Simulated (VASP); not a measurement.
# HIr12CN: single point with PBE+D3(BJ)

HIr12CN, a slab with vacuum:

```
Ir C N H
1.0
     5.43132    0.00000    0.00000
    -2.71566    4.70366    0.00000
     0.00000    0.00000   24.65025
Ir C N H
12 1 1 1
Direct
  0.33333 0.16667 0.32454
  0.33333 0.66667 0.32454
  0.83333 0.16667 0.32454
  0.83333 0.66667 0.32454
  0.66547 0.33093 0.41303
  0.66547 0.83453 0.41303
  0.16667 0.33333 0.41290
  0.16907 0.83453 0.41303
  0.00108 0.49892 0.50036
  0.00108 0.00216 0.50036
  0.49784 0.49892 0.50036
  0.50000 0.00000 0.50886
  0.50000 0.00000 0.63393
  0.50000 0.00000 0.58669
  0.50000 0.00000 0.67728
```

```
Program             : VASP 6.6.1
Task                : single point
Functional          : PBE
Dispersion          : D3(BJ)
Potentials or basis : VASP PAW PBE potentials, release 64 (Ir_sv_GW, C, N, H)
Cutoff              : 520 eV
k mesh              : 4 × 4 × 1
Occupations         : gaussian, width 0.1 eV
Spin                : no spin polarisation
```

* Largest force: 0.375 eV/Å
* Band gap on the k mesh: zero (bands 107 and 108 overlap by 1.12 eV)
* Dispersion energy per atom: -0.409 eV

Forces on the atoms (eV/Å):
```
Ir   0.211 -0.122  0.035
Ir   0.000  0.244  0.035
Ir  -0.211 -0.122  0.035
Ir   0.000  0.000 -0.089
Ir   0.000 -0.001  0.001
Ir  -0.001  0.000  0.001
Ir   0.000  0.000 -0.003
Ir   0.001  0.000  0.001
Ir   0.000  0.000 -0.004
Ir   0.000  0.000 -0.004
Ir   0.000  0.000 -0.004
Ir   0.000  0.000  0.024
C    0.000  0.000  0.373
N    0.000  0.000 -0.375
H    0.000  0.000 -0.028
```

Levels at points of the mesh, in eV from the Fermi level:
```csv
k point,band 102,band 103,band 104,band 105,band 106,band 107,band 108,band 109,band 110,band 111
"(0.00, 0.00, 0.00)",0.27,0.34,0.34,0.55,0.66,0.66,0.75,0.75,0.86,0.99
"(0.50, 0.00, 0.00)",-1.20,-1.18,-1.01,-0.98,-0.64,-0.49,-0.46,-0.38,-0.28,-0.02
```

It took 32 min on 1 thread of Intel(R) Xeon(R) 6975P-C (Granite Rapids), with other jobs on the host, peak memory 0.77 GiB.

Caveat: spin-orbit coupling is left out, which moves the levels of the heavy elements.
